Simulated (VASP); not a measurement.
# W (I4/mmm) in VASP: further runs, part 2 of 2

VASP 6.6.1. The steps go on from the part before.

## (4) Single point, PBEsol (strain -0.0100 x Voigt [0, 0, 1, 0, 0, 0])

INCAR

```
ALGO = Fast ; EDIFF = 1E-7
ENCUT = 520 ; GGA = PS
ISIF = 2 ; ISMEAR = 0
LASPH = True ; LCHARG = True
LELF = True ; LREAL = False
LVHAR = True ; LWAVE = False
NBANDS = 13 ; NELM = 80
PREC = Accurate ; SIGMA = 0.15
```

KPOINTS

```
k-points
0
Gamma
  20 20 20
```

POSCAR

```
W
1.0
    0.0000000000      2.0300000000      2.0097000000
    2.0300000000      0.0000000000      2.0097000000
    2.0300000000      2.0300000000      0.0000000000
W
1
Direct
    0.0000000000      0.0000000000      0.0000000000
```

Potentials or basis: VASP PAW PBE potentials, release 64 (W_sv).

On the command line:

```console
$ cat potpaw_PBE.64/W_sv/POTCAR > POTCAR
$ mpirun -np 1 vasp_std > vasp.out
```

OUTCAR:

```text
EDIFF = 1E-7
   ENCUT = 520
   GGA = PS
   ISIF = 2
   ISMEAR = 0
   LASPH = True
   LREAL = False
   NELM = 80
   PREC = Accurate

 ion  position               nearest neighbor table
   1  0.000  0.000  0.000-

  LATTYP: Found a body centered tetragonal cell.
 ALAT       =     2.8708535316
 C/A-ratio  =     1.4000714267

  Lattice vectors:

 A1 = (   0.0000000000,  -2.0300000000,  -2.0097000000)
 A2 = (   0.0000000000,   2.0300000000,  -2.0097000000)
 A3 = (   2.0300000000,   0.0000000000,   2.0097000000)

Analysis of symmetry for initial positions (statically):
=====================================================================
 Subroutine PRICEL returns:
 Original cell was already a primitive cell.

 Routine SETGRP: Setting up the symmetry group for a
 body centered tetragonal supercell.

 Subroutine GETGRP returns: Found 16 space group operations
 (whereof 16 operations were pure point group operations)
 out of a pool of 16 trial point group operations.

The static configuration has the point symmetry D_4h.

Analysis of symmetry for dynamics (positions and initial velocities):
=====================================================================
 Subroutine PRICEL returns:
[... 163 lines left out ...]

 k-point     1 :       0.0000    0.0000    0.0000
  band No.  band energies     occupation
      1     -63.4582      2.00000
      2     -27.0984      2.00000
      3     -27.0984      2.00000
      4     -27.0901      2.00000
      5       1.2350      2.00000
      6       9.5993      2.00000
      7       9.5993      2.00000
      8       9.7283      1.99999
      9      12.6189      0.00000
     10      12.8109      0.00000
     11      23.0103      0.00000
     12      28.0336      0.00000
     13      28.0336      0.00000
[... 354 lines left out ...]
  band No.  band energies     occupation
      1     -63.3718      2.00000
      2     -28.0295      2.00000
      3     -27.2432      2.00000
      4     -27.2237      2.00000
      5       4.5543      2.00000
      6       9.3272      2.00000
      7       9.6559      2.00000
      8       9.6746      2.00000
      9      13.8103      0.00000
     10      14.6381      0.00000
     11      21.6348      0.00000
     12      24.7200      0.00000
     13      30.1360      0.00000

 [... further k-points ...]
[... 5 lines left out ...]
  --------------------------------------------------------------------------------------
  -------------------------------------------------------------------------------------
  Total       -0.8640263     -0.8640263     -1.2307809      0.0000000      0.0000000      0.0000000
  in kB      -83.5765125    -83.5765125   -119.0523695      0.0000000      0.0000000      0.0000000
  external PRESSURE =     -95.4017982 kB  Pullay stress =       0.0000000 kB

 VOLUME and BASIS-vectors are now :
 -----------------------------------------------------------------------------
  energy-cutoff  :      520.00
  volume of cell :       16.56
      direct lattice vectors                 reciprocal lattice vectors
     0.000000000  2.030000000  2.009700000    -0.246305419  0.246305419  0.248793352
     2.030000000  0.000000000  2.009700000     0.246305419 -0.246305419  0.248793352
     2.030000000  2.030000000  0.000000000     0.246305419  0.246305419 -0.248793352

 POSITION                                       TOTAL-FORCE (eV/Angst)
 -----------------------------------------------------------------------------------
      0.00000      0.00000      0.00000         0.000000      0.000000      0.000000
 -----------------------------------------------------------------------------------
    total drift:                               -0.000000     -0.000000     -0.000000

  FREE ENERGIE OF THE ION-ELECTRON SYSTEM (eV)
  ---------------------------------------------------
  free  energy   TOTEN  =       -13.2996107214 eV

  energy  without entropy=      -13.2840704810  energy(sigma->0) =      -13.29184060
```

OSZICAR:

```text
N       E                     dE             d eps       ncg     rms          rms(c)
DAV:   1     0.843077688585E+02    0.84308E+02   -0.74569E+03 16753   0.122E+03
DAV:   2    -0.123215987788E+02   -0.96629E+02   -0.93090E+02 18516   0.316E+02
DAV:   3    -0.139993152802E+02   -0.16777E+01   -0.16693E+01 18546   0.401E+01
DAV:   4    -0.140066392828E+02   -0.73240E-02   -0.73237E-02 18656   0.293E+00
DAV:   5    -0.140067050567E+02   -0.65774E-04   -0.65774E-04 18861   0.261E-01    0.193E+01
RMM:   6    -0.134406271399E+02    0.56608E+00   -0.45911E-01 18107   0.617E+00    0.772E+00
RMM:   7    -0.133035896467E+02    0.13704E+00   -0.29650E-01 18211   0.492E+00    0.791E-01
RMM:   8    -0.132998665963E+02    0.37231E-02   -0.11908E-02 20609   0.117E+00    0.231E-01
RMM:   9    -0.132996163854E+02    0.25021E-03   -0.16159E-03 20096   0.473E-01    0.261E-02
RMM:  10    -0.132996143807E+02    0.20048E-05   -0.23361E-04 21304   0.187E-01    0.113E-02
RMM:  11    -0.132996098470E+02    0.45337E-05   -0.36434E-05 21505   0.728E-02    0.384E-03
RMM:  12    -0.132996106628E+02   -0.81581E-06   -0.86265E-06 21755   0.351E-02    0.228E-03
RMM:  13    -0.132996105839E+02    0.78929E-07   -0.15328E-06 19507   0.152E-02    0.194E-03
RMM:  14    -0.132996107177E+02   -0.13383E-06   -0.53350E-07 16102   0.814E-03    0.455E-04
RMM:  15    -0.132996107214E+02   -0.36957E-08   -0.82858E-08 11849   0.327E-03
   1 F= -.13299611E+02 E0= -.13291841E+02  d E =-.155402E-01
```

Wall time 2.2 min (1 thread of AMD EPYC 7R13 (Zen 3), shared host); peak memory 0.22 GiB.

What came out:

* Free energy: -13.2996 eV
* Pressure: -9.5 GPa
* Band gap on the k mesh: zero (bands 7 and 8 overlap by 3.68 eV)

Caveat: the cell differs from its parent crystal (strain -0.0100 x Voigt [0, 0, 1, 0, 0, 0]); the cell stands under tension; the PAW data sets were made with another functional, which shifts forces and pressure a little; spin-orbit coupling is left out, which moves the levels of the heavy elements.

## (5) Single point, PBEsol (strain +0.0400 x Voigt [0, 0, 1, 0, 0, 0])

INCAR

```
PREC = Accurate ; ENCUT = 520
EDIFF = 1E-7 ; ISMEAR = 0
SIGMA = 0.15 ; LREAL = F
LASPH = T ; NELM = 80
ALGO = Fast ; ISIF = 2
LWAVE = F ; LCHARG = F
GGA = PS ; NBANDS = 13
```

KPOINTS

```
regular mesh
0
Gamma
  20 20 20
```

POSCAR

```
W
1.0
    0.0000000000      2.0300000000      2.1112000000
    2.0300000000      0.0000000000      2.1112000000
    2.0300000000      2.0300000000      0.0000000000
W
1
Direct
    0.0000000000      0.0000000000      0.0000000000
```

On the command line:

```console
$ cat potpaw_PBE.64/W_sv/POTCAR > POTCAR
$ mpirun -np 1 vasp_std > vasp.out
```

Run time: 2.1 min. Hardware: 1 thread of AMD EPYC 7R13 (Zen 3), shared host; peak memory 0.22 GiB.

Results (log left out):

```yaml
Free_energy: -13.2320 eV
Pressure: -21.3 GPa
Band_gap_on_the_k_mesh: zero (bands 7 and 8 overlap by 3.43 eV)
```

Stress tensor (GPa, compression positive):
```
-24.23   0.00   0.00
  0.00 -24.23   0.00
  0.00   0.00 -15.38
```

Levels at points of the mesh, in eV from the Fermi level:
| k point | band 5 | band 6 | band 7 | band 8 | band 9 | band 10 |
| --- | --- | --- | --- | --- | --- | --- |
| (0.00, 0.00, 0.00) | -8.74 | -0.86 | -0.36 | -0.36 | 1.94 | 2.67 |
| (0.50, 0.00, 0.00) | -5.34 | -1.01 | -0.47 | 0.46 | 4.45 | 4.74 |
| (0.50, 0.50, 0.00) | -5.18 | -4.15 | 2.24 | 4.61 | 5.24 | 5.24 |
| (0.50, 0.00, 0.50) | -5.13 | -4.22 | 2.97 | 4.50 | 4.98 | 5.57 |

Caveat: the cell differs from its parent crystal (strain +0.0400 x Voigt [0, 0, 1, 0, 0, 0]); the cell stands under tension; the PAW data sets were made with another functional, which shifts forces and pressure a little; spin-orbit coupling is left out, which moves the levels of the heavy elements.

## (6) Single point, PBEsol (strain -0.0200 x Voigt [0, 0, 1, 0, 0, 0])

INCAR

```
ALGO     = Fast           # electronic algorithm
EDIFF    = 1E-7           # SCF threshold, eV
ENCUT    = 520            # plane-wave cutoff, eV
GGA      = PS             # functional
ISIF     = 2              # what is computed and relaxed
ISMEAR   = 0              # smearing method
LASPH    = True           # aspherical terms in the spheres
LCHARG   = True           # write CHGCAR
LELF     = True           # ELF
LREAL    = False          # projectors in reciprocal space
LVHAR    = True         
LWAVE    = False          # write WAVECAR
NBANDS   = 13             # bands
NELM     = 80             # most SCF steps
PREC     = Accurate       # precision mode
SIGMA    = 0.15           # smearing width, eV
```

KPOINTS

```
k-points
0
Gamma
  20 20 20
```

POSCAR

```
W
1.0
    0.0000000000      2.0300000000      1.9894000000
    2.0300000000      0.0000000000      1.9894000000
    2.0300000000      2.0300000000      0.0000000000
W
1
Direct
    0.0000000000      0.0000000000      0.0000000000
```

Potentials or basis: VASP PAW PBE potentials, release 64 (W_sv).

On the command line:

```console
$ cat potpaw_PBE.64/W_sv/POTCAR > POTCAR
$ mpirun -np 1 vasp_std > vasp.out
```

Wall time 2.2 min (1 thread of AMD EPYC 7R13 (Zen 3), shared host); peak memory 0.21 GiB.

It converged, with:

```
Free energy            : -13.3118 eV
Pressure               : -6.8 GPa
Band gap on the k mesh : zero (bands 7 and 8 overlap by 3.89 eV)
```

Stress tensor (GPa, compression positive):
```
 -4.46   0.00   0.00
  0.00  -4.46   0.00
  0.00   0.00 -11.57
```

Levels at points of the mesh, in eV from the Fermi level:
```csv
k point,band 3,band 4,band 5,band 6,band 7,band 8,band 9,band 10,band 11,band 12
"(0.00, 0.00, 0.00)",-37.27,-37.25,-9.02,-0.66,-0.66,-0.40,2.35,2.74,12.83,17.78
"(0.50, 0.00, 0.00)",-37.44,-37.40,-5.62,-0.95,-0.65,0.64,4.95,5.13,10.28,12.44
"(0.50, 0.50, 0.00)",-37.71,-37.71,-5.50,-4.57,3.33,4.98,5.80,5.80,11.53,11.53
"(0.50, 0.00, 0.50)",-37.68,-37.65,-5.52,-4.51,2.93,5.00,5.62,5.93,11.68,12.00
```

Caveat: the cell differs from its parent crystal (strain -0.0200 x Voigt [0, 0, 1, 0, 0, 0]); the cell stands under tension; the PAW data sets were made with another functional, which shifts forces and pressure a little; spin-orbit coupling is left out, which moves the levels of the heavy elements.

## (7) Overview

```csv
cell,further INCAR settings,gap on the mesh (eV),pressure (GPa)
"a = 2.922, b = 2.922, c = 2.871 Å, angles 60.6, 60.6, 58.9°, 1 atom",ALGO = Fast; EDIFF = 1e-06; NBANDS = 13,none,-20.3
"a = 2.814, b = 2.814, c = 2.871 Å, angles 59.3, 59.3, 61.3°, 1 atom",ALGO = Fast; EDIFF = 1e-06; NBANDS = 13,none,-0.9
"a = 2.857, b = 2.857, c = 2.871 Å, angles 59.8, 59.8, 60.3°, 1 atom",ALGO = Fast; EDIFF = 1e-07; NBANDS = 13,none,-9.5
"a = 2.929, b = 2.929, c = 2.871 Å, angles 60.7, 60.7, 58.7°, 1 atom",ALGO = Fast; EDIFF = 1e-07; NBANDS = 13,none,-21.3
"a = 2.842, b = 2.842, c = 2.871 Å, angles 59.7, 59.7, 60.7°, 1 atom",ALGO = Fast; EDIFF = 1e-07; NBANDS = 13,none,-6.8
```

Alike in all rows: task single point; level PBEsol; potentials or basis VASP PAW PBE potentials, release 64 (W_sv); no spin polarisation; k mesh 20 × 20 × 20; cutoff (eV) 520; smearing gaussian 0.15 eV.

Caveats: the PAW data sets were made with another functional, which shifts forces and pressure a little; spin-orbit coupling is left out, which moves the levels of the heavy elements; the cell stands under tension (at least some runs).

Total energies depend on the potentials used, so only differences within one code and one set of settings carry meaning.
